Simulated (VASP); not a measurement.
# CoBi (rocksalt type) in VASP: further runs, part 2 of 2

VASP 6.6.1. Earlier steps stand in the parts before.

## (3) Electric field gradients, PBE, collinear spin, ferromagnetic start (18.71 Å³/atom)

This run uses another cell than the first one, of 18.71 Å³/atom.

File INCAR:

```
SYSTEM = CoBi
PREC     = Accurate       ! precision mode
ENCUT    = 520            ! plane-wave cutoff, eV
EDIFF    = 1E-8           ! SCF threshold, eV
ISMEAR   = -1             ! smearing method
SIGMA    = 0.05           ! smearing width, eV
LREAL    = .False.        ! projectors in reciprocal space
LASPH    = .True.         ! aspherical terms in the spheres
NELM     = 150            ! most SCF steps
ALGO     = Normal         ! electronic algorithm
ISIF     = 2              ! what is computed and relaxed
LWAVE    = .False.        ! write WAVECAR
LCHARG   = .False.        ! write CHGCAR
ISPIN    = 2              ! spin polarisation
MAGMOM   = 2 0            ! initial moments
LORBIT   = 11             ! projections on sites
LMAXMIX  = 4              ! l up to which the mixer works
GGA      = PE             ! functional
LEFG     = .True.       
NBANDS   = 23             ! bands
```

File KPOINTS:

```
Automatic mesh
0
Gamma
  13 13 13
  0 0 0
```

File POSCAR:

```
CoBi
1.0
    0.0000000000      2.6545566849      2.6545566849
    2.6545566849      0.0000000000      2.6545566849
    2.6545566849      2.6545566849      0.0000000000
Co Bi
1 1
Direct
    0.0000000000      0.0000000000      0.0000000000
    0.5000000000      0.5000000000      0.5000000000
```

Potentials or basis: VASP PAW PBE potentials, release 64 (Co, Bi_d).

Run with:

```sh
$ cat potpaw_PBE.64/Co/POTCAR potpaw_PBE.64/Bi_d/POTCAR > POTCAR
$ mpirun -np 1 vasp_std > vasp.out
```

OUTCAR:

```text
SYSTEM = CoBi
   PREC = Accurate
   ENCUT = 520
   EDIFF = 1E-8
   ISMEAR = -1
   LREAL = .False.
   LASPH = .True.
   NELM = 150
   ISIF = 2
   ISPIN = 2
   LORBIT = 11
   GGA = PE

 ion  position               nearest neighbor table
   1  0.000  0.000  0.000-   2 2.65   2 2.65   2 2.65   2 2.65   2 2.65   2 2.65
   2  0.500  0.500  0.500-   1 2.65   1 2.65   1 2.65   1 2.65   1 2.65   1 2.65

  LATTYP: Found a face centered cubic cell.
 ALAT       =     5.3091133698

  Lattice vectors:

 A1 = (   0.0000000000,   2.6545566849,   2.6545566849)
 A2 = (   2.6545566849,   0.0000000000,   2.6545566849)
 A3 = (   2.6545566849,   2.6545566849,   0.0000000000)

Analysis of symmetry for initial positions (statically):
=====================================================================
 Subroutine PRICEL returns:
 Original cell was already a primitive cell.

 Routine SETGRP: Setting up the symmetry group for a
 face centered cubic supercell.

 Subroutine GETGRP returns: Found 48 space group operations
 (whereof 48 operations were pure point group operations)
 out of a pool of 48 trial point group operations.

The static configuration has the point symmetry O_h .

Analysis of symmetry for dynamics (positions and initial velocities):
=====================================================================
 Subroutine PRICEL returns:
 Original cell was already a primitive cell.

 Routine SETGRP: Setting up the symmetry group for a
 face centered cubic supercell.

 Subroutine GETGRP returns: Found 48 space group operations
 (whereof 48 operations were pure point group operations)
 out of a pool of 48 trial point group operations.

The dynamic configuration has the point symmetry O_h .

Analysis of structural, dynamic, and magnetic symmetry:
=====================================================================
 Subroutine PRICEL returns:
 Original cell was already a primitive cell.

 Routine SETGRP: Setting up the symmetry group for a
 face centered cubic supercell.

 Subroutine GETGRP returns: Found 48 space group operations
 (whereof 48 operations were pure point group operations)
 out of a pool of 48 trial point group operations.

The overall configuration has the point symmetry O_h .

 Subroutine INISYM returns: Found 48 space group operations
 (whereof 48 operations are pure point group operations),
 and found     1 'primitive' translations

----------------------------------------------------------------------------------------

                                     Primitive cell

  volume of cell :      37.4116

  direct lattice vectors                    reciprocal lattice vectors
     0.000000000  2.654556685  2.654556685    -0.188355368  0.188355368  0.188355368
     2.654556685  0.000000000  2.654556685     0.188355368 -0.188355368  0.188355368
     2.654556685  2.654556685  0.000000000     0.188355368  0.188355368 -0.188355368

  length of vectors
     3.754110066  3.754110066  3.754110066     0.326241066  0.326241066  0.326241066

  position of ions in fractional coordinates (direct lattice)
     0.000000000  0.000000000  0.000000000
[... 108 lines left out ...]
   LRPA    =     F    only Hartree local field effects (RPA)
 spin polarized calculation
  energy-cutoff  :      520.00
  volume of cell :       37.41
 maximum number of plane-waves:      1020
   NGX = 13   NGY = 13   NGZ = 13

 number of electron      24.0000000 magnetization       0.4184605

 Free energy of the ion-electron system (eV)
  ---------------------------------------------------
  ext. energy  EPLUGINS =         0.00000000
  ---------------------------------------------------
  free energy    TOTEN  =        -9.81859847 eV

  energy without entropy =       -9.80252620  energy(sigma->0) =       -9.81056233

 E-fermi :   9.6642     XC(G=0): -11.7084

 val. band max:        9.6635065031   @ k =   0.2308   0.0769   0.0000
 cond. band min:       9.6642698137   @ k =  -0.2308   0.3077   0.0769
 fundamental gap:      0.0007633106
 Fermi energy:         9.6642315345

 spin component 1

 k-point     1 :       0.0000    0.0000    0.0000
  band No.  band energies     occupation
      1     -13.0278      1.00000
      2     -13.0278      1.00000
      3     -12.9891      1.00000
      4     -12.9891      1.00000
      5     -12.9891      1.00000
      6      -3.7501      1.00000
[... 613 lines left out ...]
     22      26.6046      0.00000
     23      27.3213      0.00000

 [... further k-points ...]

 spin component 2

 k-point     1 :       0.0000    0.0000    0.0000
  band No.  band energies     occupation
      1     -13.0286      1.00000
      2     -13.0286      1.00000
      3     -12.9912      1.00000
      4     -12.9912      1.00000
      5     -12.9912      1.00000
      6      -3.7601      1.00000
[... 613 lines left out ...]
     22      26.6201      0.00000
     23      27.3496      0.00000

 [... further k-points ...]

------------------------ aborting loop because EDIFF is reached ----------------------------------------

  FORCE on cell =-STRESS in cart. coord.  units (eV):
  Direction    XX          YY          ZZ          XY          YZ          ZX
  --------------------------------------------------------------------------------------
  -------------------------------------------------------------------------------------
  Total        1.1560602      1.1560602      1.1560602      0.0000000      0.0000000      0.0000000
  in kB       49.5090992     49.5090992     49.5090992      0.0000000      0.0000000      0.0000000
  external PRESSURE =      49.5090992 kB  Pullay stress =       0.0000000 kB

 VOLUME and BASIS-vectors are now :
 -----------------------------------------------------------------------------
  energy-cutoff  :      520.00
  volume of cell :       37.41
      direct lattice vectors                 reciprocal lattice vectors
     0.000000000  2.654556685  2.654556685    -0.188355368  0.188355368  0.188355368
     2.654556685  0.000000000  2.654556685     0.188355368 -0.188355368  0.188355368
     2.654556685  2.654556685  0.000000000     0.188355368  0.188355368 -0.188355368

 POSITION                                       TOTAL-FORCE (eV/Angst)
 -----------------------------------------------------------------------------------
      0.00000      0.00000      0.00000        -0.000000      0.000000      0.000000
      2.65456      2.65456      2.65456         0.000000     -0.000000     -0.000000
 -----------------------------------------------------------------------------------
    total drift:                                0.000000      0.000000      0.000000

  FREE ENERGIE OF THE ION-ELECTRON SYSTEM (eV)
  ---------------------------------------------------
  free  energy   TOTEN  =        -9.8185984661 eV

  energy  without entropy=       -9.8025261990  energy(sigma->0) =       -9.81056233

 Electric field gradients (V/A^2)
---------------------------------------------------------------------
 ion       V_xx      V_yy      V_zz      V_xy      V_xz      V_yz
---------------------------------------------------------------------
   1      -0.000     0.000    -0.000    -0.002    -0.002    -0.002
   2      -0.000    -0.000     0.000     0.000     0.000     0.000
---------------------------------------------------------------------

 Electric field gradients after diagonalization (V/A^2)
 (convention: |V_zz| > |V_xx| > |V_yy|)
----------------------------------------------------------------------
 ion       V_xx      V_yy      V_zz     asymmetry (V_yy - V_xx)/ V_zz
----------------------------------------------------------------------
   1       0.002     0.002    -0.004       0.000
   2      -0.000    -0.000     0.000       0.000
----------------------------------------------------------------------

           NMR quadrupolar parameters

 Cq : quadrupolar parameter    Cq=e*Q*V_zz/h
 eta: asymmetry parameters     (V_yy - V_xx)/ V_zz
 Q  : nuclear electric quadrupole moment in mb (millibarn)
----------------------------------------------------------------------
 ion       Cq(MHz)       eta       Q (mb)
----------------------------------------------------------------------
   1      -0.000       0.000       1.000
   2       0.000       0.000       1.000
----------------------------------------------------------------------

 total charge

# of ion       s       p       d       tot
------------------------------------------
    1        0.412   0.310   7.524   8.246
    2        1.453   1.528   9.958  12.940
--------------------------------------------------
tot          1.866   1.838  17.483  21.186

 magnetization (x)

# of ion       s       p       d       tot
------------------------------------------
    1        0.020   0.002   0.422   0.444
    2        0.009  -0.033   0.006  -0.019
--------------------------------------------------
tot          0.028  -0.030   0.428   0.426
```

Run time: 72 s. Hardware: 1 thread of AMD EPYC 9R45 (Zen 5), shared host; peak memory 0.22 GiB.

What came out:

* Free energy: -9.8186 eV
* Pressure: 5.0 GPa
* Net moment: 0.42 μB per cell
* Site moments: Co +0.44; Bi -0.02 μB
* Largest electric field gradient by atom: under 0.05 V/Å² on every atom
* Valence electrons inside the program's atomic spheres: Co 8.25; Bi 12.94

Caveat: the cell stands under pressure; spin-orbit coupling is left out, which moves the levels of the heavy elements.

## (4) Electric field gradients, PBE, collinear spin, ferromagnetic start (19.20 Å³/atom)

This run uses another cell than the first one, of 19.20 Å³/atom.

File INCAR:

```
PREC = Accurate ; ENCUT = 520
EDIFF = 1E-8 ; ISMEAR = -1
SIGMA = 0.05 ; LREAL = False
LASPH = True ; NELM = 150
ALGO = Normal ; ISIF = 2
LWAVE = False ; LCHARG = False
ISPIN = 2 ; MAGMOM = 2 0
LORBIT = 11 ; LMAXMIX = 4
GGA = PE ; LEFG = True
NBANDS = 23
```

File KPOINTS:

```
Automatic mesh
0
Gamma
  13 13 13
```

File POSCAR:

```
CoBi
1.0
    0.0000000000      2.6776409452      2.6776409452
    2.6776409452      0.0000000000      2.6776409452
    2.6776409452      2.6776409452      0.0000000000
Co Bi
1 1
Direct
    0.0000000000      0.0000000000      0.0000000000
    0.5000000000      0.5000000000      0.5000000000
```

Potentials or basis: VASP PAW PBE potentials, release 64 (Co, Bi_d).

Run with:

```sh
$ cat potpaw_PBE.64/Co/POTCAR potpaw_PBE.64/Bi_d/POTCAR > POTCAR
$ mpirun -np 1 vasp_std > vasp.out
```

OUTCAR:

```text
PREC = Accurate
   ENCUT = 520
   EDIFF = 1E-8
   ISMEAR = -1
   LREAL = False
   LASPH = True
   NELM = 150
   ISIF = 2
   ISPIN = 2
   LORBIT = 11
   GGA = PE

 ion  position               nearest neighbor table
   1  0.000  0.000  0.000-   2 2.68   2 2.68   2 2.68   2 2.68   2 2.68   2 2.68
   2  0.500  0.500  0.500-   1 2.68   1 2.68   1 2.68   1 2.68   1 2.68   1 2.68

  LATTYP: Found a face centered cubic cell.
 ALAT       =     5.3552818904

  Lattice vectors:

 A1 = (   0.0000000000,   2.6776409452,   2.6776409452)
 A2 = (   2.6776409452,   0.0000000000,   2.6776409452)
 A3 = (   2.6776409452,   2.6776409452,   0.0000000000)

Analysis of symmetry for initial positions (statically):
=====================================================================
 Subroutine PRICEL returns:
 Original cell was already a primitive cell.

 Routine SETGRP: Setting up the symmetry group for a
 face centered cubic supercell.

 Subroutine GETGRP returns: Found 48 space group operations
 (whereof 48 operations were pure point group operations)
 out of a pool of 48 trial point group operations.

The static configuration has the point symmetry O_h .

Analysis of symmetry for dynamics (positions and initial velocities):
=====================================================================
 Subroutine PRICEL returns:
 Original cell was already a primitive cell.

 Routine SETGRP: Setting up the symmetry group for a
 face centered cubic supercell.

[... 1431 lines left out ...]
  Direction    XX          YY          ZZ          XY          YZ          ZX
  --------------------------------------------------------------------------------------
  -------------------------------------------------------------------------------------
  Total        0.5408530      0.5408530      0.5408530      0.0000000     -0.0000000      0.0000000
  in kB       22.5685053     22.5685053     22.5685053      0.0000000     -0.0000000      0.0000000
  external PRESSURE =      22.5685053 kB  Pullay stress =       0.0000000 kB

 VOLUME and BASIS-vectors are now :
 -----------------------------------------------------------------------------
  energy-cutoff  :      520.00
  volume of cell :       38.40
      direct lattice vectors                 reciprocal lattice vectors
     0.000000000  2.677640945  2.677640945    -0.186731534  0.186731534  0.186731534
     2.677640945  0.000000000  2.677640945     0.186731534 -0.186731534  0.186731534
     2.677640945  2.677640945  0.000000000     0.186731534  0.186731534 -0.186731534

 POSITION                                       TOTAL-FORCE (eV/Angst)
 -----------------------------------------------------------------------------------
      0.00000      0.00000      0.00000        -0.000000     -0.000000     -0.000000
      2.67764      2.67764      2.67764         0.000000      0.000000      0.000000
 -----------------------------------------------------------------------------------
    total drift:                                0.000000      0.000000      0.000000

  FREE ENERGIE OF THE ION-ELECTRON SYSTEM (eV)
  ---------------------------------------------------
  free  energy   TOTEN  =        -9.8409314066 eV

  energy  without entropy=       -9.8250447590  energy(sigma->0) =       -9.83298808

 Electric field gradients (V/A^2)
---------------------------------------------------------------------
 ion       V_xx      V_yy      V_zz      V_xy      V_xz      V_yz
---------------------------------------------------------------------
   1      -0.000    -0.000    -0.000    -0.002    -0.002    -0.002
   2      -0.000     0.000     0.000    -0.001    -0.001    -0.001
---------------------------------------------------------------------

 Electric field gradients after diagonalization (V/A^2)
 (convention: |V_zz| > |V_xx| > |V_yy|)
----------------------------------------------------------------------
 ion       V_xx      V_yy      V_zz     asymmetry (V_yy - V_xx)/ V_zz
----------------------------------------------------------------------
   1       0.002     0.002    -0.003       0.000
   2       0.001     0.001    -0.001       0.000
----------------------------------------------------------------------

           NMR quadrupolar parameters

 Cq : quadrupolar parameter    Cq=e*Q*V_zz/h
 eta: asymmetry parameters     (V_yy - V_xx)/ V_zz
 Q  : nuclear electric quadrupole moment in mb (millibarn)
----------------------------------------------------------------------
 ion       Cq(MHz)       eta       Q (mb)
----------------------------------------------------------------------
   1      -0.000       0.000       1.000
   2      -0.000       0.000       1.000
----------------------------------------------------------------------

 total charge

# of ion       s       p       d       tot
------------------------------------------
    1        0.405   0.295   7.504   8.204
    2        1.456   1.507   9.953  12.916
--------------------------------------------------
tot          1.861   1.802  17.457  21.120

 magnetization (x)

# of ion       s       p       d       tot
------------------------------------------
    1        0.022   0.002   0.495   0.520
    2        0.010  -0.040   0.006  -0.025
--------------------------------------------------
tot          0.032  -0.037   0.501   0.495
```

stdout:

```text
POSCAR found type information on POSCAR CoBi
 POSCAR found :  2 types and       2 ions
 scaLAPACK will be used
 LDA part: xc-table for (Slater+PW92), standard interpolation
 POSCAR, INCAR and KPOINTS ok, starting setup
 FFT: planning ... GRIDC
 FFT: planning ... GRID_SOFT
 FFT: planning ... GRID
 WAVECAR not read
 entering main loop
ion   1

ion   2
```

It took 72 s on 1 thread of AMD EPYC 9R45 (Zen 5), shared host; peak memory 0.22 GiB.

What came out:

```
Free energy                                           : -9.8409 eV
Pressure                                              : 2.3 GPa
Net moment                                            : 0.48 μB per cell
Site moments                                          : Co +0.52; Bi -0.03 μB
Largest electric field gradient by atom               : under 0.05 V/Å² on every atom
Valence electrons inside the program's atomic spheres : Co 8.20; Bi 12.92
```

Caveat: spin-orbit coupling is left out, which moves the levels of the heavy elements.

## (5) Summary

| cell | gap on the mesh (eV) | pressure (GPa) | moment (μB) |
| --- | --- | --- | --- |
| a = 3.781 Å, angles 61.3°, 2 atoms | none | 0.0 | 0.54 |
| a = 3.754 Å, angles 60.0°, 2 atoms | none | 5.0 | 0.42 |
| a = 3.787 Å, angles 60.0°, 2 atoms | none | 2.3 | 0.48 |

Alike in all rows: task electric field gradients; level PBE; potentials or basis VASP PAW PBE potentials, release 64 (Co, Bi_d); spin collinear, ferromagnetic start; k mesh 13 × 13 × 13; cutoff (eV) 520; smearing fermi-dirac 0.05 eV.

Caveats: spin-orbit coupling is left out, which moves the levels of the heavy elements; the cell stands under pressure (at least some runs).

Absolute energies hang on the potentials; compare differences alone.
